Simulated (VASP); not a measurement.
Write the native input for VASP 6.6.1 that does the following.

```
Task                   : single point
Functional             : LDA
Potentials or basis    : VASP PAW LDA potentials, release 64 (Ba_sv, Te)
Cutoff                 : 520 eV
k mesh                 : 6 × 6 × 6
Occupations            : gaussian, width 0.05 eV
Spin                   : no spin polarisation
Dipole correction      : no
Further INCAR settings : ALGO = Normal; EDIFF = 1e-06; NBANDS = 15
```

The structure of BaTe lies in POSCAR:

```
BaTe
1.0
    4.3690276500      0.0000000000      0.0000000000
    0.0000000000      4.3690276500      0.0000000000
    0.0000000000      0.0000000000      4.4755893000
Ba Te
1 1
Direct
    0.0000000000      0.0000000000      0.0000000000
    0.5000000000      0.5000000000      0.5000000000
```

This cell differs from its parent crystal: strain +0.025 along x and y, +0.050 along z.

One way to write it, as run:

INCAR

```
PREC = Accurate
ENCUT = 520
EDIFF = 1E-6
ISMEAR = 0
SIGMA = 0.05
LREAL = F
LASPH = T
NELM = 100
ALGO = Normal
ISIF = 2
LWAVE = F
LCHARG = F
NBANDS = 15
```

KPOINTS

```
Automatic mesh
0
Gamma
  6 6 6
```

Potentials or basis: VASP PAW LDA potentials, release 64 (Ba_sv, Te).

The run is started by

```sh
$ cat potpaw_LDA.64/Ba_sv/POTCAR potpaw_LDA.64/Te/POTCAR > POTCAR
$ mpirun -np 1 vasp_std > vasp.out
```

Results of the run:

- Pressure: -4.9 GPa
- Band gap on the k mesh: 0.79 eV, indirect (least direct gap 0.82 eV)

Caveat: the cell differs from its parent crystal (strain +0.025 along x and y, +0.050 along z); spin-orbit coupling is left out, which moves the levels of the heavy elements.

Wall time 22 s on 1 thread of Intel(R) Xeon(R) Platinum 8488C (Sapphire Rapids) (shared host), peak memory 0.19 GiB.
